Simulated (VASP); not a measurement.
Wanted: the native input for a VASP 6.6.1 run.

| Property | Result |
| --- | --- |
| Task | relaxation of cell and atoms |
| Functional | PBE |
| Potentials or basis | VASP PAW PBE potentials, release 64 (Sn_d, O_h) |
| Cutoff | 910 eV |
| k mesh | 6 × 6 × 4 |
| Occupations | gaussian, width 0.1 eV |
| Spin | no spin polarisation |
| Dipole correction | no |
| Further INCAR settings | ALGO = Normal; EDIFF = 1e-07; IBRION = 2; EDIFFG = -0.04; NSW = 90; ISIF = 3 |

The structure of SnO lies in POSCAR:

```
SnO
1.0
    3.4949886900      0.0000000000      0.0000000000
   -1.7474943500      3.0267489900      0.0000000000
    0.0000000000      0.0000000000      5.7503532000
Sn O
2 2
Direct
    0.3333333300      0.6666666700      0.3731349300
    0.6666666700      0.3333333300      0.8731349300
    0.3333333300      0.6666666700      0.0000000000
    0.6666666700      0.3333333300      0.5000000000
```

One way to write it, as run:

INCAR

```
PREC = Accurate
ENCUT = 910
EDIFF = 1E-7
ISMEAR = 0
SIGMA = 0.1
LREAL = False
LASPH = True
NELM = 120
ALGO = Normal
ISIF = 3
LWAVE = False
LCHARG = False
GGA = PE
IBRION = 2
NSW = 90
EDIFFG = -0.04
GGA_COMPAT = False
NELMIN = 4
```

KPOINTS

```
regular mesh
0
Gamma
  6 6 4
```

Potentials or basis: VASP PAW PBE potentials, release 64 (Sn_d, O_h).

Run with:

```console
$ cat potpaw_PBE.64/Sn_d/POTCAR potpaw_PBE.64/O_h/POTCAR > POTCAR
$ mpirun -np 1 vasp_std > vasp.out
```

Results of the run:

```
Relaxed volume                        : 20.04 Å³/atom
Relaxed cell                          : a = 3.817 Å, b = 3.817 Å, c = 6.354 Å, α = 90.00°, β = 90.00°, γ = 120.00°
Space group after relaxing (to 0.1 Å) : P6_3mc (No. 186)
Energy gained by relaxing             : 449.5 meV/atom
Ionic steps                           : 3
Pressure after relaxing               : -0.2 GPa
Largest force after relaxing          : 0.018 eV/Å
Band gap on the k mesh                : 0.94 eV (least direct gap 1.13 eV)
```

Caveat: the cutoff is under 1.25 times the usual one of these potentials, so pressure, stress and relaxed cells hold a basis-set (Pulay) error; the volume moved by over 15 % at a fixed basis, so the end points are rough; spin-orbit coupling is left out, which moves the levels of the heavy elements.

Run time: 93 s on 1 thread of Intel(R) Xeon(R) 6975P-C (Granite Rapids), on a shared host, peak memory 0.31 GiB.
